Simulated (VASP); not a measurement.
# SiW12 in VASP: single point with PBE+D3(BJ)

Aim: the single point of SiW12 with PBE+D3(BJ).

Everything below comes from runs of VASP 6.6.1. Logs are shortened: lines on timing, memory, paths and dates and some standing lists are left out, and cuts for length are marked.

**1. The cell of the first run**

The cell holds a slab with vacuum, 13 atoms: a = 5.664 Å, b = 5.664 Å, c = 21.150 Å, α = 90.00°, β = 90.00°, γ = 90.00°.

**2. Single point, PBE+D3(BJ)**

The input, INCAR:

```
PREC = Accurate
ENCUT = 520
EDIFF = 1E-6
ISMEAR = 0
SIGMA = 0.1
LREAL = False
LASPH = True
NELM = 100
ALGO = Normal
ISIF = 2
LWAVE = False
LCHARG = True
LDIPOL = True
IDIPOL = 3
DIPOL = 0.5 0.5 0.304
GGA = PE
IVDW = 12
LELF = True
LVHAR = True
LVACPOTAV = True
NBANDS = 98
```

The input, KPOINTS:

```
Automatic mesh
0
Gamma
  5 5 1
```

The input, POSCAR:

```
SiW12
1.0
    5.6644156868      0.0000000000      0.0000000000
    0.0000000000      5.6644156868      0.0000000000
    0.0000000000      0.0000000000     21.1500668291
W Si
12 1
Direct
    0.2500000000      0.2500000000      0.1891246979
    0.2500000000      0.7500000000      0.1891246979
    0.7500000000      0.2500000000      0.1891246979
    0.7500000000      0.7500000000      0.1891246979
    0.0000000000      0.0000000000      0.2848852803
    0.0000000000      0.5000000000      0.2848852803
    0.5000000000      0.0000000000      0.2848852803
    0.5000000000      0.5000000000      0.2848852803
    0.2500000000      0.2500000000      0.3806166143
    0.2500000000      0.7500000000      0.3806166143
    0.7500000000      0.2500000000      0.3806166143
    0.7500000000      0.7500000000      0.3806166143
    0.2500000000      0.3333333333      0.5271882552
```

Potentials or basis: VASP PAW PBE potentials, release 64 (W_sv, Si).

Command:

```bash
> cat potpaw_PBE.64/W_sv/POTCAR potpaw_PBE.64/Si/POTCAR > POTCAR
> mpirun -np 1 vasp_std > vasp.out
```

OUTCAR:

```text
PREC = Accurate
   ENCUT = 520
   EDIFF = 1E-6
   ISMEAR = 0
   LREAL = False
   LASPH = True
   NELM = 100
   ISIF = 2
   GGA = PE
   IVDW = 12
 IVDW          = 12

 ion  position               nearest neighbor table
   1  0.250  0.250  0.189-   2 2.83   3 2.83   2 2.83   3 2.83   7 2.85   8 2.85   5 2.85   6 2.85

   2  0.250  0.750  0.189-   1 2.83   4 2.83   1 2.83   4 2.83   7 2.85   8 2.85   5 2.85   6 2.85

   3  0.750  0.250  0.189-   1 2.83   4 2.83   4 2.83   1 2.83   7 2.85   8 2.85   5 2.85   6 2.85
[... 15 lines left out ...]
  11  0.750  0.250  0.381-   9 2.83  12 2.83  12 2.83   9 2.83   5 2.85   6 2.85   7 2.85   8 2.85

  12  0.750  0.750  0.381-  10 2.83  11 2.83  11 2.83  10 2.83   5 2.85   6 2.85   7 2.85   8 2.85

  13  0.250  0.333  0.527-   9 3.14

  LATTYP: Found a simple tetragonal cell.
 ALAT       =     5.6644156868
 C/A-ratio  =     3.7338479375

  Lattice vectors:

 A1 = (   5.6644156868,   0.0000000000,   0.0000000000)
 A2 = (   0.0000000000,   5.6644156868,   0.0000000000)
 A3 = (   0.0000000000,   0.0000000000,  21.1500668291)

Analysis of symmetry for initial positions (statically):
=====================================================================
 Subroutine PRICEL returns:
 Original cell was already a primitive cell.

 Routine SETGRP: Setting up the symmetry group for a
 simple tetragonal supercell.

 Subroutine GETGRP returns: Found  2 space group operations
 (whereof  1 operations were pure point group operations)
 out of a pool of 16 trial point group operations.

The static configuration has the point symmetry C_1 .
 The point group associated with its full space group is C_1h.

Analysis of symmetry for dynamics (positions and initial velocities):
=====================================================================
 Subroutine PRICEL returns:
 Original cell was already a primitive cell.

 Routine SETGRP: Setting up the symmetry group for a
 simple tetragonal supercell.

 Subroutine GETGRP returns: Found  2 space group operations
 (whereof  1 operations were pure point group operations)
 out of a pool of 16 trial point group operations.

The dynamic configuration has the point symmetry C_1 .
 The point group associated with its full space group is C_1h.

 Subroutine INISYM returns: Found  2 space group operations
 (whereof  1 operations are pure point group operations),
 and found     1 'primitive' translations

----------------------------------------------------------------------------------------

                                     Primitive cell

[... 117 lines left out ...]
  volume/ion in A,a.u.               =      52.20       352.27
  Fermi-wavevector in a.u.,A,eV,Ry     =   1.036041  1.957834 14.604238  1.073381
  Thomas-Fermi vector in A             =   2.170413
   LORBIT       =      0    0 simple, 1 ext, 2 COOP (PROOUT), +10 PAW based schemes
   GGA     = PE    functional components
   LHFCALC =     F    Hartree Fock is set to
   AEXX    =    0.0000 exact exchange contribution
   IVDW    =    12    specifies the selected vdW correction
   LEPSILON=     F    determine dielectric tensor
   LRPA    =     F    only Hartree local field effects (RPA)
 non-spin polarized calculation
 Gauss-broadening in eV      SIGMA  =   0.10
  energy-cutoff  :      520.00
  volume of cell :      678.61
 maximum number of plane-waves:     18347
 NGX is ok and might be reduce to    42
   NGX = 21   NGY = 21   NGZ = 79

 dipolmoment           0.000000      0.000000      0.007994 electrons x Angstroem

 number of electron     171.9999987 magnetization

 dipolmoment           0.000000      0.000000     -0.054770 electrons x Angstroem

 Free energy of the ion-electron system (eV)
  ---------------------------------------------------
  ext. energy  EPLUGINS =         0.00000000
  ---------------------------------------------------
  free energy    TOTEN  =      -139.77347950 eV

  energy without entropy =     -139.64858317  energy(sigma->0) =     -139.71103134

 E-fermi :   0.3317     XC(G=0):  -5.4696

 val. band max:        0.3202930270   @ k =   0.2000   0.0000   0.0000
 cond. band min:       0.3486795944   @ k =   0.0000   0.2000   0.0000
 fundamental gap:      0.0283865674
 Fermi energy:         0.3317111323

 k-point     1 :       0.0000    0.0000    0.0000
  band No.  band energies     occupation
      1     -73.6245      2.00000
      2     -73.5948      2.00000
      3     -73.5493      2.00000
      4     -73.5427      2.00000
      5     -73.5229      2.00000
      6     -73.4971      2.00000
[... 898 lines left out ...]
     97       1.2132      0.00000
     98       1.2682      0.00000

------------------------ aborting loop because EDIFF is reached ----------------------------------------

 Edisp (eV)   -5.13556

 E8    (eV) :    -2.7202

  FORCE on cell =-STRESS in cart. coord.  units (eV):
  Direction    XX          YY          ZZ          XY          YZ          ZX
  --------------------------------------------------------------------------------------
  -------------------------------------------------------------------------------------
  Total     -35.46054   -35.46813    -8.85653     0.00000    -0.40706     0.00000
  in kB     -83.72091   -83.73883   -20.90991     0.00000    -0.96105     0.00000
  external pressure =      -62.79 kB  Pullay stress =        0.00 kB

 VOLUME and BASIS-vectors are now :
 -----------------------------------------------------------------------------
  energy-cutoff  :      520.00
  volume of cell :      678.61
      direct lattice vectors                 reciprocal lattice vectors
     5.664415687  0.000000000  0.000000000     0.176540716  0.000000000  0.000000000
     0.000000000  5.664415687  0.000000000     0.000000000  0.176540716  0.000000000
     0.000000000  0.000000000 21.150066829     0.000000000  0.000000000  0.047281174

 POSITION                                       TOTAL-FORCE (eV/Angst)
 -----------------------------------------------------------------------------------
      1.41610      1.41610      4.00000         0.000000     -0.037470      0.255376
      1.41610      4.24831      4.00000         0.000000      0.048600      0.052935
      4.24831      1.41610      4.00000         0.000000      0.000502      0.031991
      4.24831      4.24831      4.00000         0.000000      0.019678      0.068965
      0.00000      0.00000      6.02534        -0.146595     -0.124237     -0.308130
      0.00000      2.83221      6.02534        -0.121511      0.124730     -0.178541
      2.83221      0.00000      6.02534         0.146595     -0.124237     -0.308130
      2.83221      2.83221      6.02534         0.121511      0.124730     -0.178541
      1.41610      1.41610      8.05007         0.000000      0.128589      2.222125
      1.41610      4.24831      8.05007         0.000000     -0.059009      0.613010
      4.24831      1.41610      8.05007         0.000000      0.022126      0.503263
      4.24831      4.24831      8.05007         0.000000     -0.034014      0.119969
      1.41610      1.88814     11.15007         0.000000     -0.089987     -2.894292
 -----------------------------------------------------------------------------------
    total drift:                                0.000000     -0.000135     -0.000534

  FREE ENERGIE OF THE ION-ELECTRON SYSTEM (eV)
  ---------------------------------------------------
  free  energy   TOTEN  =      -144.9090376529 eV

  energy  without entropy=     -144.7841413247  energy(sigma->0) =     -144.84658949

 vacuum level on the upper side and lower side of the slab         4.679         4.988
```

stdout:

```text
POSCAR found type information on POSCAR W Si
 POSCAR found :  2 types and      13 ions
 scaLAPACK will be used
 LDA part: xc-table for (Slater+PW92), standard interpolation
 POSCAR, INCAR and KPOINTS ok, starting setup
 FFT: planning ... GRIDC
 FFT: planning ... GRID_SOFT
 FFT: planning ... GRID
 WAVECAR not read
 entering main loop
 -----------------------------------------------------------------------------
|                                                                             |
|           W    W    AA    RRRRR   N    N  II  N    N   GGGG   !!!           |
|           W    W   A  A   R    R  NN   N  II  NN   N  G    G  !!!           |
|           W    W  A    A  R    R  N N  N  II  N N  N  G       !!!           |
|           W WW W  AAAAAA  RRRRR   N  N N  II  N  N N  G  GGG   !            |
|           WW  WW  A    A  R   R   N   NN  II  N   NN  G    G                |
|           W    W  A    A  R    R  N    N  II  N    N   GGGG   !!!           |
|                                                                             |
|     Did not find any points to average over, which means that no vacuum     |
|     field-free region was found. Please increase the size of  your cell     |
|     in the dimension of the dipole correction to obtain accurate            |
|     workfunction values.                                                    |
|                                                                             |
 -----------------------------------------------------------------------------
```

It took 38 min on 1 thread of Intel Xeon 6975P-C, shared host; peak memory 0.87 GiB.

What came out:

* Free energy: -144.9090 eV
* Largest force: 2.896 eV/Å
* Band gap on the k mesh: zero (band 86 reaches 0.45 eV, above the bottom of band 87 at 0.16 eV)
* Dispersion energy per atom: -0.395 eV

Forces on the atoms (eV/Å):
```
W    0.000 -0.037  0.255
W    0.000  0.049  0.053
W    0.000  0.001  0.032
W    0.000  0.020  0.069
W   -0.147 -0.124 -0.308
W   -0.122  0.125 -0.179
W    0.147 -0.124 -0.308
W    0.122  0.125 -0.179
W    0.000  0.129  2.222
W    0.000 -0.059  0.613
W    0.000  0.022  0.503
W    0.000 -0.034  0.120
Si   0.000 -0.090 -2.894
```

Caveat: spin-orbit coupling is left out, which moves the levels of the heavy elements.
